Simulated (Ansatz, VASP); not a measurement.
Si: VASP beside Ansatz

The input INCAR:

```
ALGO = Normal
EDIFF = 1E-6
ENCUT = 500
GGA_COMPAT = F
ISIF = 2
ISMEAR = -1
LASPH = T
LCHARG = T
LELF = T
LREAL = F
LVHAR = T
LWAVE = F
NBANDS = 11
NELM = 120
PREC = Accurate
SIGMA = 0.6
```

The input KPOINTS:

```
k-points
0
Gamma
  10 10 10
```

POSCAR

```
Si
1.0
    0.0000000000      2.7016643793      2.7016643793
    2.7016643793      0.0000000000      2.7016643793
    2.7016643793      2.7016643793      0.0000000000
Si
2
Direct
    0.5000000000      0.5000000000      0.5000000000
    0.7500000000      0.7500000000      0.7500000000
```

Input for Ansatz:

```yaml
crystal:
  lattice:
    - [0.0, 2.7016643793, 2.7016643793]
    - [2.7016643793, 0.0, 2.7016643793]
    - [2.7016643793, 2.7016643793, 0.0]
  atoms:
    - { symbol: Si, position: [0.5, 0.5, 0.5] }
    - { symbol: Si, position: [0.75, 0.75, 0.75] }
hamiltonian:
  xc: lda
  pseudopotentials:
    kind: paw
    azcp:
      Si: "pseudopotentials/Si.paw.azcp"
basis:
  ecutwfc: 420
  fft_grid_basis: typed
kpoints:
  mp_grid: { grid: [10, 10, 10], shift: [0, 0, 0] }
magnetization:
  spin_polarized: false
scf:
  occupations: { method: fermi_dirac, width: 0.6 }
  lower_state_search: "off"
output:
  stress: true
```

Alike in both runs: task single point; functional LDA; k mesh 10 × 10 × 10; occupations fermi-dirac, width 0.6 eV; no spin polarisation.

|  | VASP | Ansatz |
| --- | --- | --- |
| version | VASP 6.6.1 | Ansatz 0.2.0 |
| potentials or method | VASP PAW LDA potentials, release 64 (Si), cutoff 500 eV | plane waves (420 eV) with PAW, scalar-relativistic |
| valence electrons in the cell | 8 | 8 |

Ansatz gave:

* pressure (GPa): 0.2

Problem. What did VASP give for the same quantities?

Solution. Pressure (GPa): 0.3.

Ansatz warns that its potentials were made for another functional, while VASP's fit it. LDA's correlation is that of Perdew and Zunger in VASP and of Perdew and Wang (1992) in Ansatz.
